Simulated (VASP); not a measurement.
Write the native input for VASP 6.6.1 that does the following.

* Task: relaxation of cell and atoms
* Functional: PBE
* Potentials or basis: VASP PAW PBE potentials, release 64 (Ho_3, O), 4f in core
* Cutoff: 600 eV
* k mesh: 18 × 18 × 18
* Occupations: gaussian, width 0.1 eV
* Spin: no spin polarisation
* Dipole correction: no
* Mended: yes
* Further INCAR settings: ALGO = Normal; EDIFF = 1e-07; IBRION = 2; EDIFFG = -0.01; NSW = 100; ISIF = 3

The structure of HoO lies in POSCAR:

```
HoO
1.0
    2.9438553437      0.0000000000      0.0000000000
    0.0000000000      2.9438553437      0.0000000000
    0.0000000000      0.0000000000      2.9438553437
Ho O
1 1
Direct
    0.5000000000      0.5000000000      0.5000000000
    0.0000000000      0.0000000000      0.0000000000
```

The cell was built from a structure type or drawn by symmetry, and may not be a known phase.

One way to write it, as run:

INCAR

```
PREC     = Accurate       # precision mode
ENCUT    = 600            # plane-wave cutoff, eV
EDIFF    = 1E-7           # SCF threshold, eV
ISMEAR   = 0              # smearing method
SIGMA    = 0.1            # smearing width, eV
LREAL    = False          # projectors in reciprocal space
LASPH    = True           # aspherical terms in the spheres
NELM     = 200            # most SCF steps
ALGO     = Normal         # electronic algorithm
ISIF     = 3              # what is computed and relaxed
LWAVE    = False          # write WAVECAR
LCHARG   = False          # write CHGCAR
GGA      = PE             # functional
IBRION   = 2              # ionic algorithm
NSW      = 100            # ionic steps
EDIFFG   = -0.01          # ionic threshold
GGA_COMPAT= False        
NELMIN   = 4            
LMAXMIX  = 6              # l up to which the mixer works
```

KPOINTS

```
Automatic mesh
0
Gamma
  18 18 18
```

Potentials or basis: VASP PAW PBE potentials, release 64 (Ho_3, O), 4f in core.

Launch:

```sh
$ cat potpaw_PBE.64/Ho_3/POTCAR potpaw_PBE.64/O/POTCAR > POTCAR
$ mpirun -np 1 vasp_std > vasp.out
```

It gave:

```json
{"Pressure after relaxing": "0.1 GPa", "Band gap on the k mesh": "zero (an odd number of electrons rules out a gap without spin polarisation)"}
```

Caveat: the relaxation stopped at its first step, so nothing moved; spin-orbit coupling is left out, which moves the levels of the heavy elements; the 4f electrons are frozen in the core, so they carry no moment and show no levels; an odd number of electrons without spin polarisation forces a metal; a magnetic or distorted state may lie lower; the run has no spin polarisation, though such a crystal can be magnetic.

Wall time 27 s on 1 thread of Intel(R) Xeon(R) Platinum 8488C (Sapphire Rapids) (shared host), peak memory 0.21 GiB.
